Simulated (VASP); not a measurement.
KRe: single point with PBE

The system is KRe.

```
K Re
1.0
     5.33079    0.00000    0.00000
     0.00000    3.52773    0.00000
     0.00000    0.00000    5.44278
K Re
2 2
Cartesian
  3.9981 0.0000 3.7392
  1.3327 0.0000 1.7036
  3.9981 1.7639 1.0232
  1.3327 1.7639 4.4195
```

```yaml
Program: VASP 6.6.1
Task: single point
Functional: PBE
Potentials_or_basis: VASP PAW PBE potentials, release 64 (K_sv, Re)
Cutoff: 520 eV
k_mesh: 4 × 6 × 4
Occupations: gaussian, width 0.1 eV
Spin: no spin polarisation
```

```
Pressure               : -3.7 GPa
Largest force          : 3.029 eV/Å
Band gap on the k mesh : zero (bands 16 and 17 overlap by 0.40 eV)
```

Forces on the atoms (eV/Å):
```
K    0.000  0.000  0.257
K    0.000  0.000 -0.257
Re   0.000  0.000 -3.029
Re   0.000  0.000  3.029
```

Stress tensor (GPa, compression positive):
```
-5.95  0.00  0.00
 0.00 -5.35  0.00
 0.00  0.00  0.31
```

Levels at points of the mesh, in eV from the Fermi level:
```
           k point  band 14  band 15  band 16  band 17  band 18  band 19
(0.00, 0.00, 0.00)    -0.19    -0.06     0.11     0.41     0.59     0.68
(0.50, 0.00, 0.00)    -1.18    -0.04    -0.04     0.19     0.19     0.53
(0.00, 0.50, 0.00)    -0.36    -0.14     0.13     0.15     0.69     1.24
(0.50, 0.50, 0.00)    -0.49    -0.39    -0.39     0.07     0.07     1.91
(0.00, 0.00, 0.50)    -0.63    -0.21    -0.07     0.25     0.28     0.45
(0.50, 0.00, 0.50)    -0.26    -0.02    -0.02     0.07     0.07     0.64
(0.00, 0.50, 0.50)    -0.80    -0.52    -0.13    -0.09     0.27     1.38
(0.50, 0.50, 0.50)    -0.49    -0.48    -0.48     0.95     0.95     1.97
```

It took 2.8 min on 1 thread of Intel(R) Xeon(R) 6975P-C (Granite Rapids) (shared host), peak memory 0.25 GiB.

Caveat: the stress differs along the axes, from -6 to 0 GPa; spin-orbit coupling is left out, which moves the levels of the heavy elements; forces of over 1 eV/Å act on the atoms, so gaps and moduli don't describe the material at rest.
